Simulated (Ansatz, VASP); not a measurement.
## One calculation of BaTiO3, two programs

```
Ba Ti O
1.0
     3.94995    0.00000    0.00000
     0.00000    2.82895    2.83927
     0.00000   -2.82895    2.83927
Ba Ti O
1 1 3
Direct
  0.00000 0.00373 0.00373
  0.50000 0.51649 0.51649
  0.50000 0.98139 0.49031
  0.50000 0.49031 0.98139
  0.00000 0.48797 0.48797
```

Alike in both runs: task single point; functional PBEsol; k mesh 4 × 4 × 4; occupations gaussian, width 0.02 eV; no spin polarisation.

|  | VASP | Ansatz |
| --- | --- | --- |
| version | VASP 6.6.1 | Ansatz 0.2.0 |
| potentials or method | VASP PAW PBE potentials, release 64 (Ba_sv, Ti_sv, O), cutoff 600 eV | scalar-relativistic, plane waves, PAW |
| valence electrons in the cell | 40 | 40 |

```csv
,VASP,Ansatz,Ansatz less VASP
gap on the k mesh at the Fermi level (eV),2.09,2.15,+0.061
least direct gap on the mesh (eV),2.44,2.45,+0.016
pressure (GPa),1.7,0.0,-1.73
"traceless stress, the component that is largest in VASP (GPa)",-0.05,-0.04,+0.011
rms of the force components (eV/Å),0.013,0.023,+0.0094
```

VASP's potentials were made for PBE, not for PBEsol, and Ansatz warns of the same on its side. Atom by atom the forces differ by 0.021 eV/Å (rms over components). With one functional, cell and mesh, what is left measures potentials, basis and numerics.

Spin-orbit coupling is off throughout.
